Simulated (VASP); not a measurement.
# Ga (Cmmm) in VASP: notebook, part 2 of 2

VASP 6.6.1.

### Step 4. Relaxation of shape and atoms at fixed volume, PBE (17.66 Å³/atom)

This run uses another cell than the first one, of 17.66 Å³/atom.

Input file INCAR:

```
PREC     = Accurate       # precision mode
ENCUT    = 600            # plane-wave cutoff, eV
EDIFF    = 1E-7           # SCF threshold, eV
ISMEAR   = 0              # smearing method
SIGMA    = 0.1            # smearing width, eV
LREAL    = F              # projectors in reciprocal space
LASPH    = T              # aspherical terms in the spheres
NELM     = 80             # most SCF steps
ALGO     = Fast           # electronic algorithm
ISIF     = 4              # what is computed and relaxed
LWAVE    = F              # write WAVECAR
LCHARG   = F              # write CHGCAR
GGA      = PE             # functional
IBRION   = 2              # ionic algorithm
NSW      = 50             # ionic steps
EDIFFG   = -0.01          # ionic threshold
```

Input file KPOINTS:

```
regular mesh
0
Gamma
  22 22 20
```

Input file POSCAR:

```
Ga
1.0
    1.3881161033     -2.4097304806      0.0000000000
    1.3881161033      2.4097304806      0.0000000000
    0.0000000000      0.0000000000      2.6403144907
Ga
1
Direct
    0.5000000000      0.5000000000      0.0000000000
```

Potentials or basis: VASP PAW PBE potentials, release 64 (Ga_d).

On the command line:

```bash
$ cat potpaw_PBE.64/Ga_d/POTCAR > POTCAR
$ mpirun -np 1 vasp_std > vasp.out
```

OUTCAR:

```text
PREC = Accurate
   ENCUT = 600
   EDIFF = 1E-7
   ISMEAR = 0
   LREAL = F
   LASPH = T
   NELM = 80
   ISIF = 4
   GGA = PE
   IBRION = 2
   NSW = 50
   EDIFFG = -0.01

 ion  position               nearest neighbor table
   1  0.500  0.500  0.000-

  LATTYP: Found a base centered orthorhombic cell.
 ALAT       =     2.7762322066
 B/A-ratio  =     1.7359718505
 C/A-ratio  =     0.9510423820

  Lattice vectors:

 A1 = (   1.3881161033,  -2.4097304806,   0.0000000000)
[... 497 lines left out ...]

------------------------ aborting loop because EDIFF is reached ----------------------------------------

  FORCE on cell =-STRESS in cart. coord.  units (eV):
  Direction    XX          YY          ZZ          XY          YZ          ZX
  --------------------------------------------------------------------------------------
  -------------------------------------------------------------------------------------
  Total        0.6313497      0.6259887      0.6200863     -0.0000000      0.0000000      0.0000000
  in kB       57.2664968     56.7802312     56.2448506     -0.0000000      0.0000000      0.0000000
  external PRESSURE =      56.7638596 kB  Pullay stress =       0.0000000 kB

 VOLUME and BASIS-vectors are now :
 -----------------------------------------------------------------------------
  energy-cutoff  :      600.00
  volume of cell :       17.66
      direct lattice vectors                 reciprocal lattice vectors
     1.388116103 -2.409730481  0.000000000     0.360200418 -0.207492084  0.000000000
     1.388116103  2.409730481  0.000000000     0.360200418  0.207492084  0.000000000
     0.000000000  0.000000000  2.640314491     0.000000000  0.000000000  0.378742761

 POSITION                                       TOTAL-FORCE (eV/Angst)
 -----------------------------------------------------------------------------------
      1.38812      0.00000      0.00000         0.000000      0.000000      0.000000
 -----------------------------------------------------------------------------------
    total drift:                               -0.000000     -0.000000     -0.000000

  FREE ENERGIE OF THE ION-ELECTRON SYSTEM (eV)
  ---------------------------------------------------
  free  energy   TOTEN  =        -2.8336514895 eV

  energy  without entropy=       -2.8313462628  energy(sigma->0) =       -2.83249888

 reached required accuracy - stopping structural energy minimisation
```

OSZICAR:

```text
N       E                     dE             d eps       ncg     rms          rms(c)
DAV:   1     0.400128424238E+02    0.40013E+02   -0.74297E+03 29466   0.253E+03
DAV:   2    -0.146767595094E+01   -0.41481E+02   -0.40472E+02 30018   0.265E+02
DAV:   3    -0.285048047578E+01   -0.13828E+01   -0.13781E+01 33658   0.442E+01
DAV:   4    -0.286235561640E+01   -0.11875E-01   -0.11867E-01 34198   0.429E+00
DAV:   5    -0.286249510641E+01   -0.13949E-03   -0.13948E-03 33576   0.414E-01    0.101E+00
RMM:   6    -0.283804517858E+01    0.24450E-01   -0.43001E-02 30453   0.352E+00    0.502E-01
RMM:   7    -0.283409297994E+01    0.39522E-02   -0.13725E-02 31737   0.151E+00    0.140E-01
RMM:   8    -0.283363719067E+01    0.45579E-03   -0.10960E-03 30829   0.489E-01    0.209E-02
RMM:   9    -0.283364938517E+01   -0.12195E-04   -0.12937E-04 31895   0.208E-01    0.747E-03
RMM:  10    -0.283365140138E+01   -0.20162E-05   -0.28200E-05 38531   0.778E-02    0.905E-04
RMM:  11    -0.283365154293E+01   -0.14156E-06   -0.26338E-06 32958   0.223E-02    0.429E-04
RMM:  12    -0.283365148951E+01    0.53426E-07   -0.49816E-07 26085   0.965E-03
   1 F= -.28336515E+01 E0= -.28324989E+01  d E =-.283365E+01
```

CONTCAR:

```text
Ga
   1.00000000000000
     1.3881161033000000   -2.4097304805999999    0.0000000000000000
     1.3881161033000000    2.4097304805999999    0.0000000000000000
     0.0000000000000000    0.0000000000000000    2.6403144906999998
  Ga
     1
Direct
     0.5000000000000000    0.5000000000000000    0.0000000000000000

  0.00000000E+00  0.00000000E+00  0.00000000E+00
```

It took 2.4 min on 1 thread of AMD EPYC 9R45 (Zen 5), shared host; peak memory 0.4 GiB.

What came out:

- Free energy: -2.8337 eV
- Pressure after relaxing: 5.7 GPa
- Band gap on the k mesh: zero (an odd number of electrons rules out a gap without spin polarisation)

Stress tensor (GPa, compression positive):
```
5.73 0.00 0.00
0.00 5.68 0.00
0.00 0.00 5.62
```

Final structure:
```yaml
crystal:
  lattice:
    - [1.38812, -2.40973, 0.00000]
    - [1.38812, 2.40973, 0.00000]
    - [0.00000, 0.00000, 2.64031]
  atoms:
    - { symbol: Ga, position: [0.50000, 0.50000, 0.00000] }
```

### Step 5. Relaxation of shape and atoms at fixed volume, PBE (18.25 Å³/atom)

This run uses another cell than the first one, of 18.25 Å³/atom.

Input file INCAR:

```
SYSTEM = Ga
PREC     = Accurate       ! precision mode
ENCUT    = 600            ! plane-wave cutoff, eV
EDIFF    = 1E-6           ! SCF threshold, eV
ISMEAR   = 0              ! smearing method
SIGMA    = 0.1            ! smearing width, eV
LREAL    = .False.        ! projectors in reciprocal space
LASPH    = .True.         ! aspherical terms in the spheres
NELM     = 80             ! most SCF steps
ALGO     = Fast           ! electronic algorithm
ISIF     = 4              ! what is computed and relaxed
LWAVE    = .False.        ! write WAVECAR
LCHARG   = .False.        ! write CHGCAR
GGA      = PE             ! functional
IBRION   = 2              ! ionic algorithm
NSW      = 50             ! ionic steps
EDIFFG   = -0.01          ! ionic threshold
```

Input file KPOINTS:

```
regular mesh
0
Gamma
  22 22 20
  0 0 0
```

Input file POSCAR:

```
Ga
1.0
    1.4032055040     -2.4359252554      0.0000000000
    1.4032055040      2.4359252554      0.0000000000
    0.0000000000      0.0000000000      2.6690158098
Ga
1
Direct
    0.5000000000      0.5000000000      0.0000000000
```

On the command line:

```bash
$ cat potpaw_PBE.64/Ga_d/POTCAR > POTCAR
$ mpirun -np 1 vasp_std > vasp.out
```

Wall time 2 min (1 thread of AMD EPYC 9R45 (Zen 5), shared host); peak memory 0.4 GiB.

It converged, with:

```
Free energy             : -2.8503 eV
Pressure after relaxing : 3.5 GPa
Band gap on the k mesh  : zero (an odd number of electrons rules out a gap without spin polarisation)
```

Final structure:
```cif
data_structure
_symmetry_space_group_name_H-M 'P 1'
_symmetry_Int_Tables_number 1
_cell_length_a 2.8112
_cell_length_b 2.8112
_cell_length_c 2.6690
_cell_angle_alpha 90.000
_cell_angle_beta 90.000
_cell_angle_gamma 120.112
_cell_volume 18.25
loop_
_atom_site_label
_atom_site_type_symbol
_atom_site_fract_x
_atom_site_fract_y
_atom_site_fract_z
_atom_site_occupancy
Ga1 Ga 0.50000 0.50000 0.00000 1
```

Levels at points of the mesh, in eV from the Fermi level:
```
           k point  band 4  band 5  band 6  band 7  band 8  band 9  band 10
(0.00, 0.00, 0.00)  -14.64  -14.64  -11.25    9.04   11.96   12.00    12.29
(0.50, 0.00, 0.00)  -14.67  -14.61   -5.07   -4.13    6.86   10.47    14.00
(0.50, 0.50, 0.00)  -14.67  -14.61   -5.10   -4.14    6.93   10.53    13.97
(0.00, 0.00, 0.50)  -14.79  -14.79   -6.62   -4.61   15.71   15.76    19.06
(0.50, 0.00, 0.50)  -14.60  -14.51   -0.58   -0.10    0.19    4.65    10.43
(0.50, 0.50, 0.50)  -14.60  -14.51   -0.59   -0.13    0.17    4.64    10.49
```

### Step 6. Relaxation of shape and atoms at fixed volume, PBE (18.83 Å³/atom)

This run uses another cell than the first one, of 18.83 Å³/atom.

Input file INCAR:

```
PREC = Accurate ; ENCUT = 600
EDIFF = 1E-6 ; ISMEAR = 0
SIGMA = 0.1 ; LREAL = F
LASPH = T ; NELM = 60
ALGO = Fast ; ISIF = 4
LWAVE = F ; LCHARG = F
GGA = PE ; IBRION = 2
NSW = 50 ; EDIFFG = -0.01
```

Input file KPOINTS:

```
Automatic mesh
0
Gamma
  22 22 20
```

Input file POSCAR:

```
Ga
1.0
    1.4179771738     -2.4615684583      0.0000000000
    1.4179771738      2.4615684583      0.0000000000
    0.0000000000      0.0000000000      2.6971127778
Ga
1
Direct
    0.5000000000      0.5000000000      0.0000000000
```

Potentials or basis: VASP PAW PBE potentials, release 64 (Ga_d).

On the command line:

```bash
$ cat potpaw_PBE.64/Ga_d/POTCAR > POTCAR
$ mpirun -np 1 vasp_std > vasp.out
```

OUTCAR:

```text
PREC = Accurate
   ENCUT = 600
   EDIFF = 1E-6
   ISMEAR = 0
   LREAL = F
   LASPH = T
   NELM = 60
   ISIF = 4
   GGA = PE
   IBRION = 2
   NSW = 50
   EDIFFG = -0.01

 ion  position               nearest neighbor table
   1  0.500  0.500  0.000-

  LATTYP: Found a base centered orthorhombic cell.
 ALAT       =     2.8359543476
 B/A-ratio  =     1.7359718505
 C/A-ratio  =     0.9510423819

  Lattice vectors:

 A1 = (   1.4179771738,  -2.4615684583,   0.0000000000)
 A2 = (   1.4179771738,   2.4615684583,   0.0000000000)
 A3 = (   0.0000000000,   0.0000000000,   2.6971127778)

Analysis of symmetry for initial positions (statically):
=====================================================================
 Subroutine PRICEL returns:
 Original cell was already a primitive cell.

 Routine SETGRP: Setting up the symmetry group for a
 base centered orthorhombic supercell.

 Subroutine GETGRP returns: Found  8 space group operations
 (whereof  8 operations were pure point group operations)
 out of a pool of  8 trial point group operations.

The static configuration has the point symmetry D_2h.

Analysis of symmetry for dynamics (positions and initial velocities):
=====================================================================
 Subroutine PRICEL returns:
 Original cell was already a primitive cell.

 Routine SETGRP: Setting up the symmetry group for a
 base centered orthorhombic supercell.

 Subroutine GETGRP returns: Found  8 space group operations
 (whereof  8 operations were pure point group operations)
 out of a pool of  8 trial point group operations.

The dynamic configuration has the point symmetry D_2h.

 Subroutine INISYM returns: Found  8 space group operations
 (whereof  8 operations are pure point group operations),
 and found     1 'primitive' translations

----------------------------------------------------------------------------------------

                                     Primitive cell

  volume of cell :      18.8283

  direct lattice vectors                    reciprocal lattice vectors
     1.417977174 -2.461568458  0.000000000     0.352614985 -0.203122525  0.000000000
     1.417977174  2.461568458  0.000000000     0.352614985  0.203122525  0.000000000
     0.000000000  0.000000000  2.697112778     0.000000000  0.000000000  0.370766847

  length of vectors
     2.840770765  2.840770765  2.697112778     0.406934992  0.406934992  0.370766847

  position of ions in fractional coordinates (direct lattice)
     0.500000000  0.500000000  0.000000000

  ion indices of the primitive-cell ions
   primitive index   ion index
                 1           1

----------------------------------------------------------------------------------------

 KPOINTS: Automatic mesh

Automatic generation of k-mesh.
 Grid dimensions read from file:
 generate k-points for:   22   22   20

 Generating k-lattice:

  Cartesian coordinates                     Fractional coordinates (reciprocal lattice)
     0.016027954 -0.009232842  0.000000000     0.045454545  0.000000000  0.000000000
     0.016027954  0.009232842  0.000000000     0.000000000  0.045454545  0.000000000
     0.000000000  0.000000000  0.018538342     0.000000000  0.000000000  0.050000000

  Length of vectors
     0.018497045  0.018497045  0.018538342

  Shift w.r.t. Gamma in fractional coordinates (k-lattice)
     0.000000000  0.000000000  0.000000000

 Subroutine IBZKPT returns following result:
 ===========================================

 Found   1463 irreducible k-points:

 Following reciprocal coordinates:
            Coordinates               Weight
  0.000000  0.000000  0.000000      1.000000
  0.045455  0.000000  0.000000      4.000000
  0.090909  0.000000  0.000000      4.000000
  0.136364  0.000000  0.000000      4.000000
  0.181818  0.000000  0.000000      4.000000
  0.227273  0.000000  0.000000      4.000000
[... 16 lines left out ...]
  0.500000  0.045455  0.000000      4.000000
 -0.454545  0.045455  0.000000      4.000000
 [... further k-points ...]
   k-points           NKPTS =   1463   k-points in BZ     NKDIM =   1463   number of bands    NBANDS=     10
   number of dos      NEDOS =    301   number of ions     NIONS =      1
   total plane-waves  NPLWV =  13824
   dimension x,y,z NGX =    24 NGY =   24 NGZ =   24
   dimension x,y,z NGXF=    48 NGYF=   48 NGZF=   48
   ions per type =               1
   NGX,Y,Z   is equivalent  to a cutoff of  14.05, 14.05, 14.79 a.u.
   NGXF,Y,Z  is equivalent  to a cutoff of  28.09, 28.09, 29.59 a.u.
 SYSTEM =  unknown system
   PREC   = accura    normal or accurate (medium, high low for compatibility)
   ISTART =      0    job   : 0-new  1-cont  2-samecut
   ICHARG =      2    charge: 1-file 2-atom 10-const
   ISPIN  =      1    spin polarized calculation?
   LNONCOLLINEAR =      F non collinear calculations
   LSORBIT =      F    spin-orbit coupling
   LASPH  =      T    aspherical Exc in radial PAW
   ENCUT  =  600.0 eV  44.10 Ry    6.64 a.u.   5.67  5.67  5.39*2*pi/ulx,y,z
   NELM   =     60;   NELMIN=  2; NELMDL= -5     # of ELM steps
   EDIFF  = 0.1E-05   stopping-criterion for ELM
   LREAL  =      F    real-space projection
   EDIFFG = -.1E-01   stopping-criterion for IOM
   NSW    =     50    number of steps for IOM
   IBRION =      2    ionic relax: 0-MD 1-quasi-New 2-CG
   NFREE  =      1    steps in history (QN), initial steepest desc. (CG)
   ISIF   =      4    stress and relaxation
   ISYM   =      2    0-nonsym 1-usesym 2-fastsym
   POTIM  = 0.5000    time-step for ionic-motion
   TEBEG  =    0.0;   TEEND  =   0.0 temperature during run
   PSTRESS=    0.0 pullay stress
   NELECT =      13.0000    total number of electrons
   NUPDOWN=      -1.0000    fix difference up-down
   EMIN   =  10.00;   EMAX   =-10.00  energy-range for DOS
   EFERMI =   0.00;   METHOD = LEGACY
   ISMEAR =     0;   SIGMA  =   0.10  broadening in eV -4-tet -1-fermi 0-gaus
   EFERMI_NEDOS =   21; number of points for ismear=-14 and -15
   IALGO  =     68    algorithm
   IMIX   =      4    mixing-type and parameters
     AMIX     =   0.40;   BMIX     =  1.00
     AMIX_MAG =   1.60;   BMIX_MAG =  1.00
  volume/ion in A,a.u.               =      18.83       127.06
  Fermi-wavevector in a.u.,A,eV,Ry     =   1.446947  2.734333 28.485902  2.093655
  Thomas-Fermi vector in A             =   2.564957
   LORBIT       =      0    0 simple, 1 ext, 2 COOP (PROOUT), +10 PAW based schemes
   GGA     = PE    functional components
   LHFCALC =     F    Hartree Fock is set to
   AEXX    =    0.0000 exact exchange contribution
   IVDW    =     0    specifies the selected vdW correction
   LEPSILON=     F    determine dielectric tensor
   LRPA    =     F    only Hartree local field effects (RPA)
 conjugate gradient relaxation of ions
 non-spin polarized calculation
 RMM-DIIS sequential band-by-band and
 Gauss-broadening in eV      SIGMA  =   0.10
  energy-cutoff  :      600.00
  volume of cell :       18.83
 maximum number of plane-waves:       648
   NGX = 11   NGY = 11   NGZ = 11

 number of electron      13.0000010 magnetization

 Free energy of the ion-electron system (eV)
  ---------------------------------------------------
  ext. energy  EPLUGINS =         0.00000000
  ---------------------------------------------------
  free energy    TOTEN  =        -2.85949856 eV

  energy without entropy =       -2.85697524  energy(sigma->0) =       -2.85823690

 E-fermi :   5.4112     XC(G=0): -10.9856

 val. band max:        5.4102949892   @ k =   0.3636   0.1364   0.3500
 cond. band min:       5.4114578709   @ k =   0.5000   0.3636   0.5000
 fundamental gap:      0.0011628817
 Fermi energy:         5.4111647313

 k-point     1 :       0.0000    0.0000    0.0000
  band No.  band energies     occupation
      1      -9.7520      2.00000
      2      -9.4895      2.00000
      3      -9.4857      2.00000
      4      -9.2188      2.00000
      5      -9.2181      2.00000
      6      -5.6036      2.00000
      7      14.2434      0.00000
      8      17.0374      0.00000
      9      17.0845      0.00000
     10      17.4860      0.00000
[... 287 lines left out ...]
 k-point    24 :      -0.4545    0.0455    0.0000
  band No.  band energies     occupation
      1      -9.6907      2.00000
      2      -9.5315      2.00000
      3      -9.3465      2.00000
      4      -9.2495      2.00000
      5      -9.2135      2.00000
      6      -0.8016      2.00000
      7       2.8880      2.00000
      8      11.6063      0.00000
      9      16.4881      0.00000
     10      18.5428      0.00000

 [... further k-points ...]

------------------------ aborting loop because EDIFF is reached ----------------------------------------

  FORCE on cell =-STRESS in cart. coord.  units (eV):
  Direction    XX          YY          ZZ          XY          YZ          ZX
  --------------------------------------------------------------------------------------
  -------------------------------------------------------------------------------------
  Total        0.1937772      0.1917661      0.1904528      0.0000000      0.0000000      0.0000000
  in kB       16.4893314     16.3182001     16.2064407      0.0000000      0.0000000      0.0000000
  external PRESSURE =      16.3379907 kB  Pullay stress =       0.0000000 kB

 VOLUME and BASIS-vectors are now :
 -----------------------------------------------------------------------------
  energy-cutoff  :      600.00
  volume of cell :       18.83
      direct lattice vectors                 reciprocal lattice vectors
     1.417977174 -2.461568458  0.000000000     0.352614985 -0.203122525  0.000000000
     1.417977174  2.461568458  0.000000000     0.352614985  0.203122525  0.000000000
     0.000000000  0.000000000  2.697112778     0.000000000  0.000000000  0.370766847

 POSITION                                       TOTAL-FORCE (eV/Angst)
 -----------------------------------------------------------------------------------
      1.41798      0.00000      0.00000        -0.000000      0.000000      0.000000
 -----------------------------------------------------------------------------------
    total drift:                               -0.000000     -0.000000     -0.000000

  FREE ENERGIE OF THE ION-ELECTRON SYSTEM (eV)
  ---------------------------------------------------
  free  energy   TOTEN  =        -2.8594985566 eV

  energy  without entropy=       -2.8569752416  energy(sigma->0) =       -2.85823690

 reached required accuracy - stopping structural energy minimisation
```

CONTCAR:

```text
Ga
   1.00000000000000
     1.4179771738000000   -2.4615684582999999    0.0000000000000000
     1.4179771738000000    2.4615684582999999    0.0000000000000000
     0.0000000000000000    0.0000000000000000    2.6971127778000001
  Ga
     1
Direct
     0.5000000000000000    0.5000000000000000    0.0000000000000000

  0.00000000E+00  0.00000000E+00  0.00000000E+00
```

It took 2.1 min on 1 thread of AMD EPYC 9R45 (Zen 5), shared host; peak memory 0.41 GiB.

Results:

* Free energy: -2.8595 eV
* Pressure after relaxing: 1.6 GPa
* Band gap on the k mesh: zero (an odd number of electrons rules out a gap without spin polarisation)

Final structure:
```cif
data_structure
_symmetry_space_group_name_H-M 'P 1'
_symmetry_Int_Tables_number 1
_cell_length_a 2.8408
_cell_length_b 2.8408
_cell_length_c 2.6971
_cell_angle_alpha 90.000
_cell_angle_beta 90.000
_cell_angle_gamma 120.112
_cell_volume 18.83
loop_
_atom_site_label
_atom_site_type_symbol
_atom_site_fract_x
_atom_site_fract_y
_atom_site_fract_z
_atom_site_occupancy
Ga1 Ga 0.50000 0.50000 0.00000 1
```

### Step 7. The runs side by side

```tsv
cell	gap on the mesh (eV)	pressure (GPa)
relaxed from a = 2.926, b = 2.926, c = 2.778 Å, angles 90.0, 90.0, 120.1°, 1 atom	none	-2.2
relaxed from a = 2.750, b = 2.750, c = 2.611 Å, angles 90.0, 90.0, 120.1°, 1 atom	none	8.5
relaxed from a = 2.781, b = 2.781, c = 2.640 Å, angles 90.0, 90.0, 120.1°, 1 atom	none	5.7
relaxed from a = 2.811, b = 2.811, c = 2.669 Å, angles 90.0, 90.0, 120.1°, 1 atom	none	3.5
relaxed from a = 2.841, b = 2.841, c = 2.697 Å, angles 90.0, 90.0, 120.1°, 1 atom	none	1.6
```

Alike in all rows: task relaxation of shape and atoms at fixed volume; level PBE; potentials or basis VASP PAW PBE potentials, release 64 (Ga_d); no spin polarisation; k mesh 22 × 22 × 20; cutoff (eV) 600; smearing gaussian 0.1 eV.

Total energies depend on the potentials used, so only differences within one code and one set of settings carry meaning.
